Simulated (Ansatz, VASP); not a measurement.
**MgC2: VASP beside Ansatz**

```
CELL_PARAMETERS angstrom
6.75246 0.00000 0.00000
-3.37623 5.84780 0.00000
0.00000 0.00000 5.27895
ATOMIC_POSITIONS crystal
Mg 0.00000 0.00000 0.50000
C 0.00000 0.00000 0.11745
C 0.00000 0.00000 0.88255
```

Alike in both runs: functional PBE; k mesh 6 × 6 × 4; occupations gaussian, width 0.02 eV; no spin polarisation.

Ansatz relaxed the structure, and its values are those at the end. VASP's run is a single point on that final structure, the one shown.

```csv
,VASP,Ansatz
version,VASP 6.6.1,Ansatz 0.2.0
potentials or method,"VASP PAW PBE potentials, release 64 (Mg, C), cutoff 520 eV","scalar-relativistic, plane waves, PAW"
valence electrons in the cell,10,18
```

```csv
,VASP,Ansatz,Ansatz less VASP
gap on the k mesh at the Fermi level (eV),3.98,3.98,-0.002
least direct gap on the mesh (eV),3.99,3.99,-0.002
pressure (GPa),0.1,0.0,-0.03
rms of the force components (eV/Å),0.051,0.001,-0.0499
```

VASP's potentials hold 10 valence electrons a cell and Ansatz's 18, so a difference there can come from the potentials and not from the codes. Ansatz's warnings: xc potential rough in thin density.
